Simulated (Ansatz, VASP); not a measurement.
## PbO2: VASP beside Ansatz

```
Pb O
1.0
     1.74818    1.00931    3.89364
    -1.74818    1.00931    3.89364
     0.00000   -2.01863    3.89364
Pb O
1 2
Direct
  0.50000 0.50000 0.50000
  0.74933 0.74933 0.74933
  0.25067 0.25067 0.25067
```

Alike in both runs: functional PBE; dispersion D3(BJ); k mesh 18 × 18 × 18; occupations fermi-dirac, width 0.15 eV; no spin polarisation.

Ansatz relaxed the structure, and its values are those at the end. VASP's run is a single point on that final structure, the one shown.

```csv
,VASP,Ansatz
version,VASP 6.6.1,Ansatz 0.2.0
potentials or method,"VASP PAW PBE potentials, release 64 (Pb_d, O), cutoff 520 eV","scalar-relativistic, plane waves, PAW"
valence electrons in the cell,26,26
```

Ansatz gave:

```
gap on the k mesh at the Fermi level (eV) : none
pressure (GPa)                            : 0.0
rms of the force components (eV/Å)        : 0.000
```

Q: What did VASP give for the same quantities?

A: gap on the k mesh at the Fermi level (eV): none; pressure (GPa): 0.3; rms of the force components (eV/Å): 0.014.

A gap of «none» marks a metal or a gap that the smearing closes.

Neither program's run includes spin-orbit coupling.
